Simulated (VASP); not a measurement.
Crystal: Si.

```
CELL_PARAMETERS angstrom
2.65107 0.00000 0.00000
-1.32553 2.29589 0.00000
0.00000 0.00000 4.54174
ATOMIC_POSITIONS crystal
Si 0.32388 0.63756 0.23770
Si 0.67612 0.36244 0.76230
```

* Program: VASP 6.6.1
* Task: relaxation of cell and atoms
* Functional: LDA
* Potentials or basis: VASP PAW LDA potentials, release 64 (Si)
* Cutoff: 600 eV
* k mesh: 12 × 12 × 8
* Occupations: gaussian, width 0.15 eV
* Spin: no spin polarisation

At the start: pressure 0.7 GPa; volume 13.82 Å³/atom.

Question: How do energy, volume and symmetry change on relaxing?

Answer: Over 57 steps the energy falls by 211.1 meV/atom and the volume is 14.60 Å³/atom (+5.6 %); space group C2/m (No. 12, to 0.1 Å) before, Cmmm (No. 65, to 0.1 Å).

Step by step:
```tsv
step	energy change (eV)	largest force (eV/Å)	pressure (GPa)	volume (Å³)
1	0.0000	0.4458	0.65	27.64
3	-0.0245	0.1229	-1.33	28.04
5	-0.0288	0.0670	0.38	27.52
7	-0.0307	0.0760	0.28	27.55
9	-0.0338	0.0932	0.04	27.63
11	-0.0410	0.1362	-1.36	28.33
13	-0.0426	0.1313	-1.04	28.16
15	-0.0434	0.1610	0.61	27.96
17	-0.0493	0.1524	-0.03	28.01
19	-0.0566	0.1881	2.28	27.56
21	-0.0618	0.1913	1.34	27.74
23	-0.0890	0.2406	0.75	28.04
25	-0.1018	0.9247	1.30	29.17
27	-0.1343	0.4548	0.62	28.74
29	-0.1874	0.4867	-0.71	29.33
31	-0.2401	0.3673	-2.15	29.91
33	-0.2810	0.3732	-0.22	29.17
35	-0.3320	0.3535	1.52	28.62
37	-0.3502	0.3108	0.16	28.99
39	-0.3762	0.2344	-0.20	29.17
41	-0.3955	0.1495	2.18	28.69
43	-0.4077	0.0791	1.02	28.97
45	-0.4170	0.0697	-1.09	29.43
47	-0.4195	0.0604	0.00	29.17
49	-0.4206	0.0465	0.38	29.11
51	-0.4212	0.0366	-0.16	29.25
53	-0.4219	0.0182	-0.09	29.23
55	-0.4221	0.0088	0.16	29.16
57	-0.4222	0.0047	0.01	29.19
```

Final structure:
```cif
data_structure
_symmetry_space_group_name_H-M 'P 1'
_symmetry_Int_Tables_number 1
_cell_length_a 2.6899
_cell_length_b 2.5804
_cell_length_c 4.9306
_cell_angle_alpha 90.001
_cell_angle_beta 90.005
_cell_angle_gamma 121.464
_cell_volume 29.19
loop_
_atom_site_label
_atom_site_type_symbol
_atom_site_fract_x
_atom_site_fract_y
_atom_site_fract_z
_atom_site_occupancy
Si1 Si 0.50001 0.49886 0.24999 1
Si2 Si 0.49999 0.50114 0.75001 1
```
